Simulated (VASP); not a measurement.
Write the native input for VASP 6.6.1 that does the following.

```
Task                   : electric field gradients
Functional             : PBE
Potentials or basis    : VASP PAW PBE potentials, release 64 (Ag, Cl)
Cutoff                 : 520 eV
k mesh                 : 8 × 8 × 8
Occupations            : fermi-dirac, width 0.02 eV
Spin                   : no spin polarisation
Dipole correction      : no
Further INCAR settings : ALGO = Normal; EDIFF = 1e-08; NBANDS = 16
```

The structure of AgCl lies in POSCAR:

```
AgCl
1.0
   -0.0277315000      2.7592842500      2.7592842500
    2.7592842500     -0.0277315000      2.7592842500
    2.7592842500      2.7592842500     -0.0277315000
Ag Cl
1 1
Direct
    0.5000000000      0.5000000000      0.5000000000
    0.0000000000      0.0000000000      0.0000000000
```

This cell differs from its parent crystal: equal xy, yz and zx shear strains of -1 %.

These files were run (other wordings do the same):

INCAR

```
SYSTEM = AgCl
  ALGO = Normal
  EDIFF = 1E-8
  ENCUT = 520
  GGA = PE
  ISIF = 2
  ISMEAR = -1
  LASPH = .True.
  LCHARG = .False.
  LEFG = .True.
  LREAL = .False.
  LWAVE = .False.
  NBANDS = 16
  NELM = 60
  PREC = Accurate
  SIGMA = 0.02
```

KPOINTS

```
k-points
0
Gamma
  8 8 8
  0 0 0
```

Potentials or basis: VASP PAW PBE potentials, release 64 (Ag, Cl).

Command:

```sh
$ cat potpaw_PBE.64/Ag/POTCAR potpaw_PBE.64/Cl/POTCAR > POTCAR
$ mpirun -np 1 vasp_std > vasp.out
```

It gave:

```yaml
Pressure: 1.5 GPa
Band_gap_on_the_k_mesh: 0.90 eV, indirect (least direct gap 3.17 eV)
```

Caveat: the cell differs from its parent crystal (equal xy, yz and zx shear strains of -1 %); without QUAD_EFG the Cq values of the log hold for a quadrupole moment of 1 mb, not for the nuclei.

Wall time 43 s on 1 thread of Intel(R) Xeon(R) Platinum 8488C (Sapphire Rapids) (shared host), peak memory 0.19 GiB.
